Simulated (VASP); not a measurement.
# Li5GaSb2 (F-43m) in VASP: a series of runs

The runs below take Li5GaSb2 through single point, relaxation of cell and atoms, with PBE.

All numbers are computed with VASP 6.6.1; they aren't measurements. Logs are shortened: lines on timing, memory, paths and dates and some standing lists are left out, and cuts for length are marked.

## (1) The cell of the first run

Symmetry: F-43m, No. 216, cubic system. Conventional cell: a = 8.352 Å, b = 8.352 Å, c = 8.352 Å, α = 90.00°, β = 90.00°, γ = 90.00°. Within 2.3 Å of Li (site symmetry 3m) lie 1 Ga at 1.75 Å and 1 Sb at 1.87 Å. Li (site symmetry -43m) has 12 Li at 3.47 Å and 8 Sb at 3.62 Å and 6 Ga at 4.18 Å within 4.6 Å. Ga (site symmetry -43m) has 4 Li at 1.75 Å within 2.3 Å. Within 4.5 Å of Sb (site symmetry -43m) lie 16 Li at 3.45 to 3.62 Å and 4 Ga at 3.62 Å and 6 Sb at 4.18 Å. Within 2.5 Å of Sb (site symmetry -43m) lie 4 Li at 1.87 Å.

The cell was generated, and may not be a known phase.

## (2) Single point, PBE

Input file INCAR:

```
  PREC = Accurate
  ENCUT = 520
  EDIFF = 1E-6
  ISMEAR = 0
  SIGMA = 0.1
  LREAL = F
  LASPH = T
  NELM = 100
  ALGO = Normal
  ISIF = 2
  LWAVE = F
  LCHARG = F
  GGA = PE
  NBANDS = 29
```

Input file KPOINTS:

```
Automatic mesh
0
Gamma
  4 4 4
```

Input file POSCAR:

```
Li5GaSb2
1.0
    0.0000000000      4.1760034200      4.1760034200
    4.1760034200      0.0000000000      4.1760034200
    4.1760034200      4.1760034200      0.0000000000
Li Ga Sb
5 1 2
Direct
    0.8708053300      0.8708053300      0.8708053300
    0.8708053300      0.8708053300      0.3875840100
    0.8708053300      0.3875840100      0.8708053300
    0.3875840100      0.8708053300      0.8708053300
    0.2500000000      0.2500000000      0.2500000000
    0.7500000000      0.7500000000      0.7500000000
    0.5000000000      0.5000000000      0.5000000000
    0.0000000000      0.0000000000      0.0000000000
```

Potentials or basis: VASP PAW PBE potentials, release 64 (Li_sv, Ga_d, Sb).

The run is started by

```
$ cat potpaw_PBE.64/Li_sv/POTCAR potpaw_PBE.64/Ga_d/POTCAR potpaw_PBE.64/Sb/POTCAR > POTCAR
$ mpirun -np 1 vasp_std > vasp.out
```

OUTCAR:

```text
PREC = Accurate
   ENCUT = 520
   EDIFF = 1E-6
   ISMEAR = 0
   LREAL = F
   LASPH = T
   NELM = 100
   ISIF = 2
   GGA = PE

 ion  position               nearest neighbor table
   1  0.871  0.871  0.871-   6 1.75   8 1.87
   2  0.871  0.871  0.388-   6 1.75   8 1.87
   3  0.871  0.388  0.871-   6 1.75   8 1.87
   4  0.388  0.871  0.871-   6 1.75   8 1.87
   5  0.250  0.250  0.250-
   6  0.750  0.750  0.750-   2 1.75   3 1.75   4 1.75   1 1.75
   7  0.500  0.500  0.500-
   8  0.000  0.000  0.000-   1 1.87   2 1.87   3 1.87   4 1.87

  LATTYP: Found a face centered cubic cell.
 ALAT       =     8.3520068400

  Lattice vectors:

 A1 = (   0.0000000000,   4.1760034200,   4.1760034200)
 A2 = (   4.1760034200,   0.0000000000,   4.1760034200)
 A3 = (   4.1760034200,   4.1760034200,   0.0000000000)

Analysis of symmetry for initial positions (statically):
=====================================================================
 Subroutine PRICEL returns:
 Original cell was already a primitive cell.

 Routine SETGRP: Setting up the symmetry group for a
 face centered cubic supercell.

 Subroutine GETGRP returns: Found 24 space group operations
 (whereof 24 operations were pure point group operations)
 out of a pool of 48 trial point group operations.

The static configuration has the point symmetry T_d .

Analysis of symmetry for dynamics (positions and initial velocities):
=====================================================================
 Subroutine PRICEL returns:
 Original cell was already a primitive cell.

 Routine SETGRP: Setting up the symmetry group for a
 face centered cubic supercell.

 Subroutine GETGRP returns: Found 24 space group operations
 (whereof 24 operations were pure point group operations)
 out of a pool of 48 trial point group operations.

The dynamic configuration has the point symmetry T_d .

 Subroutine INISYM returns: Found 24 space group operations
 (whereof 24 operations are pure point group operations),
 and found     1 'primitive' translations

----------------------------------------------------------------------------------------

                                     Primitive cell

  volume of cell :     145.6507

  direct lattice vectors                    reciprocal lattice vectors
     0.000000000  4.176003420  4.176003420    -0.119731703  0.119731703  0.119731703
     4.176003420  0.000000000  4.176003420     0.119731703 -0.119731703  0.119731703
     4.176003420  4.176003420  0.000000000     0.119731703  0.119731703 -0.119731703

  length of vectors
     5.905760673  5.905760673  5.905760673     0.207381392  0.207381392  0.207381392

  position of ions in fractional coordinates (direct lattice)
     0.870805330  0.870805330  0.870805330
     0.870805330  0.870805330  0.387584010
     0.870805330  0.387584010  0.870805330
     0.387584010  0.870805330  0.870805330
     0.250000000  0.250000000  0.250000000
     0.750000000  0.750000000  0.750000000
     0.500000000  0.500000000  0.500000000
     0.000000000  0.000000000  0.000000000

  ion indices of the primitive-cell ions
   primitive index   ion index
                 1           1
                 2           2
                 3           3
                 4           4
                 5           5
                 6           6
                 7           7
                 8           8

----------------------------------------------------------------------------------------

 KPOINTS: Automatic mesh

Automatic generation of k-mesh.
 Grid dimensions read from file:
 generate k-points for:    4    4    4

 Generating k-lattice:

  Cartesian coordinates                     Fractional coordinates (reciprocal lattice)
    -0.029932926  0.029932926  0.029932926     0.250000000  0.000000000  0.000000000
     0.029932926 -0.029932926  0.029932926     0.000000000  0.250000000  0.000000000
     0.029932926  0.029932926 -0.029932926     0.000000000  0.000000000  0.250000000

  Length of vectors
     0.051845348  0.051845348  0.051845348

[... 54 lines left out ...]
      6     -12.1769      2.00000
[... 21 lines left out ...]
     28       9.1001      0.00000
     29      11.6923      0.00000

 k-point     3 :       0.5000    0.0000    0.0000
  band No.  band energies     occupation
      1     -43.3079      2.00000
      2     -43.1161      2.00000
      3     -43.0834      2.00000
      4     -43.0697      2.00000
      5     -43.0697      2.00000
      6     -12.1785      2.00000
[... 21 lines left out ...]
     28      10.2017      0.00000
     29      11.0749      0.00000

 k-point     4 :       0.2500    0.2500    0.0000
  band No.  band energies     occupation
      1     -43.3080      2.00000
      2     -43.1216      2.00000
      3     -43.0778      2.00000
      4     -43.0698      2.00000
      5     -43.0697      2.00000
      6     -12.1773      2.00000
[... 21 lines left out ...]
     28       9.6812      0.00000
     29      10.4626      0.00000

 k-point     5 :       0.5000    0.2500    0.0000
  band No.  band energies     occupation
      1     -43.3079      2.00000
      2     -43.1125      2.00000
      3     -43.0870      2.00000
      4     -43.0698      2.00000
      5     -43.0698      2.00000
      6     -12.1783      2.00000
[... 21 lines left out ...]
     28      10.0736      0.00000
     29      10.7236      0.00000

 k-point     6 :      -0.2500    0.2500    0.0000
  band No.  band energies     occupation
      1     -43.3079      2.00000
      2     -43.1161      2.00000
      3     -43.0834      2.00000
      4     -43.0698      2.00000
      5     -43.0697      2.00000
      6     -12.1777      2.00000
[... 21 lines left out ...]
     28      10.1468      0.00000
     29      10.2433      0.00000

 k-point     7 :       0.5000    0.5000    0.0000
  band No.  band energies     occupation
      1     -43.3080      2.00000
      2     -43.1074      2.00000
      3     -43.0921      2.00000
      4     -43.0698      2.00000
      5     -43.0697      2.00000
      6     -12.1793      2.00000
[... 21 lines left out ...]
     28       9.4057      0.00000
     29       9.4057      0.00000

 k-point     8 :      -0.2500    0.5000    0.2500
  band No.  band energies     occupation
      1     -43.3079      2.00000
      2     -43.1074      2.00000
      3     -43.0921      2.00000
      4     -43.0697      2.00000
      5     -43.0697      2.00000
      6     -12.1783      2.00000
[... 21 lines left out ...]
     28      10.1730      0.00000
     29      10.4116      0.00000

------------------------ aborting loop because EDIFF is reached ----------------------------------------

  FORCE on cell =-STRESS in cart. coord.  units (eV):
  Direction    XX          YY          ZZ          XY          YZ          ZX
  --------------------------------------------------------------------------------------
  -------------------------------------------------------------------------------------
  Total       30.4402465     30.4402465     30.4402465     -0.0000000     -0.0000000      0.0000000
  in kB      334.8468474    334.8468474    334.8468474     -0.0000000     -0.0000000      0.0000000
  external PRESSURE =     334.8468474 kB  Pullay stress =       0.0000000 kB

 VOLUME and BASIS-vectors are now :
 -----------------------------------------------------------------------------
  energy-cutoff  :      520.00
  volume of cell :      145.65
      direct lattice vectors                 reciprocal lattice vectors
     0.000000000  4.176003420  4.176003420    -0.119731703  0.119731703  0.119731703
     4.176003420  0.000000000  4.176003420     0.119731703 -0.119731703  0.119731703
     4.176003420  4.176003420  0.000000000     0.119731703  0.119731703 -0.119731703

 POSITION                                       TOTAL-FORCE (eV/Angst)
 -----------------------------------------------------------------------------------
      7.27297      7.27297      7.27297        -0.407558     -0.407558     -0.407558
      5.25504      5.25504      7.27297         0.407558      0.407558     -0.407558
      5.25504      7.27297      5.25504         0.407558     -0.407558      0.407558
      7.27297      5.25504      5.25504        -0.407558      0.407558      0.407558
      2.08800      2.08800      2.08800         0.000000      0.000000      0.000000
      6.26401      6.26401      6.26401         0.000000      0.000000      0.000000
      4.17600      4.17600      4.17600         0.000000      0.000000      0.000000
      0.00000      0.00000      0.00000         0.000000      0.000000      0.000000
 -----------------------------------------------------------------------------------
    total drift:                               -0.000006     -0.000006     -0.000005

  FREE ENERGIE OF THE ION-ELECTRON SYSTEM (eV)
  ---------------------------------------------------
  free  energy   TOTEN  =        -5.3581318515 eV

  energy  without entropy=       -5.3477655513  energy(sigma->0) =       -5.35294870
```

Wall time 31 s (1 thread of Intel Xeon 6975P-C (Granite Rapids), shared host); peak memory 0.33 GiB.

What came out:

```yaml
Free_energy: -5.3581 eV
Largest_force: 0.706 eV/Å
Band_gap_on_the_k_mesh: zero (bands 19 and 20 overlap by 0.14 eV)
```

Forces in eV/Å, atoms in the order of the input:
```
Li  -0.408 -0.408 -0.408
Li   0.408  0.408 -0.408
Li   0.408 -0.408  0.408
Li  -0.408  0.408  0.408
Li   0.000  0.000  0.000
Ga   0.000  0.000  0.000
Sb   0.000  0.000  0.000
Sb   0.000  0.000  0.000
```

Levels at points of the mesh, in eV from the Fermi level:
| k point | band 17 | band 18 | band 19 | band 20 | band 21 | band 22 |
| --- | --- | --- | --- | --- | --- | --- |
| (0.00, 0.00, 0.00) | -0.37 | -0.37 | -0.37 | -0.09 | -0.09 | -0.09 |
| (0.50, 0.00, 0.00) | -1.93 | -1.93 | -1.29 | 0.58 | 0.58 | 1.59 |
| (0.50, 0.50, 0.00) | -0.61 | -0.61 | -0.49 | 0.93 | 1.84 | 1.84 |

Caveat: the cutoff is under 1.25 times the usual one of these potentials, so pressure, stress and relaxed cells hold a basis-set (Pulay) error; atoms lie so close that the PAW spheres overlap strongly, which falsifies energies and pressures; spin-orbit coupling is left out, which moves the levels of the heavy elements.

## (3) Relaxation of cell and atoms, PBE

Input file INCAR:

```
PREC     = Accurate       # precision mode
ENCUT    = 600            # plane-wave cutoff, eV
EDIFF    = 1E-6           # SCF threshold, eV
ISMEAR   = 0              # smearing method
SIGMA    = 0.1            # smearing width, eV
LREAL    = False          # projectors in reciprocal space
LASPH    = True           # aspherical terms in the spheres
NELM     = 80             # most SCF steps
ALGO     = Normal         # electronic algorithm
ISIF     = 3              # what is computed and relaxed
LWAVE    = False          # write WAVECAR
LCHARG   = False          # write CHGCAR
GGA      = PE             # functional
IBRION   = 2              # ionic algorithm
NSW      = 90             # ionic steps
EDIFFG   = -0.04          # ionic threshold
```

Input file KPOINTS:

```
regular mesh
0
Gamma
  4 4 4
```

POSCAR is that of step 2.

Potentials or basis: VASP PAW PBE potentials, release 64 (Li_sv, Ga_d, Sb).

The run is started by

```
$ cat potpaw_PBE.64/Li_sv/POTCAR potpaw_PBE.64/Ga_d/POTCAR potpaw_PBE.64/Sb/POTCAR > POTCAR
$ mpirun -np 1 vasp_std > vasp.out
```

It took 2.5 min on 1 thread of Intel Xeon 6975P-C (Granite Rapids), shared host; peak memory 0.35 GiB.

Results (log left out):

```
Free energy                           : -14.8080 eV
Relaxed volume                        : 36.74 Å³/atom
Relaxed cell                          : a = 7.463 Å, b = 7.463 Å, c = 7.463 Å, α = 60.00°, β = 60.00°, γ = 60.00°
Space group after relaxing (to 0.1 Å) : F-43m (No. 216)
Energy gained by relaxing             : 1180.2 meV/atom
Ionic steps                           : 7
Pressure after relaxing               : -0.1 GPa
Largest force after relaxing          : 0.015 eV/Å
Band gap on the k mesh                : zero (bands 19 and 20 overlap by 0.06 eV)
```

Forces in eV/Å, atoms in the order of the input:
```
Li   0.009  0.009  0.009
Li  -0.009 -0.009  0.009
Li  -0.009  0.009 -0.009
Li   0.009 -0.009 -0.009
Li   0.000  0.000  0.000
Ga   0.000  0.000  0.000
Sb   0.000  0.000  0.000
Sb   0.000  0.000  0.000
```

Step by step:
| step | energy change (eV) | largest force (eV/Å) | pressure (GPa) | volume (Å³) |
| --- | --- | --- | --- | --- |
| 1 | 0.0000 | 0.7059 | 33.44 | 145.65 |
| 2 | -8.7592 | 0.8750 | 4.21 | 241.34 |
| 3 | -9.2073 | 1.0202 | 1.29 | 270.59 |
| 4 | -9.2586 | 1.0633 | 0.29 | 284.65 |
| 5 | -9.2586 | 1.0719 | 0.07 | 288.09 |
| 6 | -9.4184 | 0.3833 | -0.07 | 291.85 |
| 7 | -9.4417 | 0.0150 | -0.10 | 293.95 |

Final structure:
```yaml
crystal:
  lattice:
    - [0.00000, 5.27732, 5.27732]
    - [5.27732, 0.00000, 5.27732]
    - [5.27732, 5.27732, 0.00000]
  atoms:
    - { symbol: Li, position: [0.87240, 0.87240, 0.87240] }
    - { symbol: Li, position: [0.87240, 0.87240, 0.38281] }
    - { symbol: Li, position: [0.87240, 0.38281, 0.87240] }
    - { symbol: Li, position: [0.38281, 0.87240, 0.87240] }
    - { symbol: Li, position: [0.25000, 0.25000, 0.25000] }
    - { symbol: Ga, position: [0.75000, 0.75000, 0.75000] }
    - { symbol: Sb, position: [0.50000, 0.50000, 0.50000] }
    - { symbol: Sb, position: [0.00000, 0.00000, 0.00000] }
```

Levels at points of the mesh, in eV from the Fermi level:
| k point | band 16 | band 17 | band 18 | band 19 | band 20 | band 21 | band 22 | band 23 |
| --- | --- | --- | --- | --- | --- | --- | --- | --- |
| (0.00, 0.00, 0.00) | -1.12 | -0.21 | -0.21 | -0.21 | 0.10 | 0.10 | 0.10 | 1.04 |
| (0.50, 0.00, 0.00) | -0.92 | -0.79 | -0.79 | -0.66 | 0.42 | 0.42 | 0.58 | 2.14 |
| (0.50, 0.50, 0.00) | -1.45 | -0.30 | -0.23 | -0.23 | 0.17 | 0.72 | 0.72 | 1.74 |

Caveat: the cutoff is under 1.25 times the usual one of these potentials, so pressure, stress and relaxed cells hold a basis-set (Pulay) error; the volume moved by over 15 % at a fixed basis, so the end points are rough; spin-orbit coupling is left out, which moves the levels of the heavy elements.

## (4) Relaxation of cell and atoms, PBE

This run uses another cell than the first one, of 41.52 Å³/atom.

Input file INCAR:

```
SYSTEM = Li5GaSb2
PREC = Accurate
ENCUT = 600
EDIFF = 1E-6
ISMEAR = 0
SIGMA = 0.1
LREAL = .False.
LASPH = .True.
NELM = 80
ALGO = Fast
ISIF = 3
LWAVE = .False.
LCHARG = .False.
GGA = PE
IBRION = 2
NSW = 100
EDIFFG = -0.01
```

Input file KPOINTS:

```
Automatic mesh
0
Gamma
  6 6 6
  0 0 0
```

Input file POSCAR:

```
Li5GaSb2
1.0
    0.0000000000      5.4965416617      5.4965416617
    5.4965416617      0.0000000000      5.4965416617
    5.4965416617      5.4965416617      0.0000000000
Li Ga Sb
5 1 2
Direct
    0.1262996065      0.6211011804      0.1262996065
    0.1262996065      0.1262996065      0.1262996065
    0.6211011804      0.1262996065      0.1262996065
    0.1262996065      0.1262996065      0.6211011804
    0.7500000000      0.7500000000      0.7500000000
    0.2500000000      0.2500000000      0.2500000000
    0.5000000000      0.5000000000      0.5000000000
    0.0000000000      0.0000000000      0.0000000000
```

The run is started by

```
$ cat potpaw_PBE.64/Li_sv/POTCAR potpaw_PBE.64/Ga_d/POTCAR potpaw_PBE.64/Sb/POTCAR > POTCAR
$ mpirun -np 1 vasp_std > vasp.out
```

Wall time 26 min (1 thread of Intel Xeon 6975P-C (Granite Rapids), shared host); peak memory 0.67 GiB.

It converged, with:

```yaml
Free_energy: -15.6053 eV
Relaxed_volume: 42.28 Å³/atom
Relaxed_cell: a = 7.821 Å, b = 7.821 Å, c = 7.821 Å, α = 60.00°, β = 60.00°, γ = 60.00°
Space_group_after_relaxing_to_0.1_Å: F-43m (No. 216)
Energy_gained_by_relaxing: 0.4 meV/atom
Ionic_steps: 5
Pressure_after_relaxing: 0.0 GPa
Largest_force_after_relaxing: 0.006 eV/Å
Band_gap_on_the_k_mesh: zero (bands 19 and 20 overlap by 0.11 eV)
```

Forces on the atoms (eV/Å):
```
Li   0.003 -0.003  0.003
Li  -0.003 -0.003 -0.003
Li  -0.003  0.003  0.003
Li   0.003  0.003 -0.003
Li   0.000  0.000  0.000
Ga   0.000  0.000  0.000
Sb   0.000  0.000  0.000
Sb   0.000  0.000  0.000
```

The path:
```
step  energy change (eV)  largest force (eV/Å)  pressure (GPa)  volume (Å³)
   1              0.0000                0.0049            0.15       332.12
   2             -0.0018                0.0090            0.10       333.95
   3             -0.0029                0.0319            0.00       337.69
   4             -0.0031                0.0158            0.00       338.05
   5             -0.0032                0.0055            0.00       338.27
```

Final structure:
```
Li Ga Sb
1.0
     0.00000    5.53023    5.53023
     5.53023    0.00000    5.53023
     5.53023    5.53023    0.00000
Li Ga Sb
5 1 2
Direct
  0.12616 0.62152 0.12616
  0.12616 0.12616 0.12616
  0.62152 0.12616 0.12616
  0.12616 0.12616 0.62152
  0.75000 0.75000 0.75000
  0.25000 0.25000 0.25000
  0.50000 0.50000 0.50000
  0.00000 0.00000 0.00000
```

Levels at points of the mesh, in eV from the Fermi level:
```tsv
k point	band 16	band 17	band 18	band 19	band 20	band 21	band 22	band 23
(0.00, 0.00, 0.00)	-0.90	-0.26	-0.26	-0.26	0.11	0.11	0.11	0.79
(0.50, 0.00, 0.00)	-0.76	-0.69	-0.69	-0.56	0.37	0.37	0.49	1.71
(0.50, 0.50, 0.00)	-1.24	-0.26	-0.18	-0.18	0.10	0.59	0.59	1.47
```

Caveat: the cutoff is under 1.25 times the usual one of these potentials, so pressure, stress and relaxed cells hold a basis-set (Pulay) error; spin-orbit coupling is left out, which moves the levels of the heavy elements.

## (5) Overview

| task | cell | k mesh | cutoff (eV) | gap on the mesh (eV) | pressure (GPa) | relaxed volume (Å³/atom) | largest force (eV/Å) |
| --- | --- | --- | --- | --- | --- | --- | --- |
| single point | a = 5.906 Å, angles 60.0°, 8 atoms, atomic positions A | 4 × 4 × 4 | 520 | none | - | - | 0.71 |
| relaxation of cell and atoms | relaxed from a = 5.906 Å, angles 60.0°, 8 atoms, atomic positions A | 4 × 4 × 4 | 600 | none | -0.1 | 36.74 | 0.01 |
| relaxation of cell and atoms | relaxed from a = 7.773 Å, angles 60.0°, 8 atoms, atomic positions B | 6 × 6 × 6 | 600 | none | 0.0 | 42.28 | 0.01 |

Alike in all rows: level PBE; potentials or basis VASP PAW PBE potentials, release 64 (Li_sv, Ga_d, Sb); no spin polarisation; smearing gaussian 0.1 eV.

Caveats: the cutoff is under 1.25 times the usual one of these potentials, so pressure, stress and relaxed cells hold a basis-set (Pulay) error; spin-orbit coupling is left out, which moves the levels of the heavy elements; atoms lie so close that the PAW spheres overlap strongly, which falsifies energies and pressures (at least some runs); the volume moved by over 15 % at a fixed basis, so the end points are rough (at least some runs).

Total energies depend on the potentials used, so only differences within one code and one set of settings carry meaning.
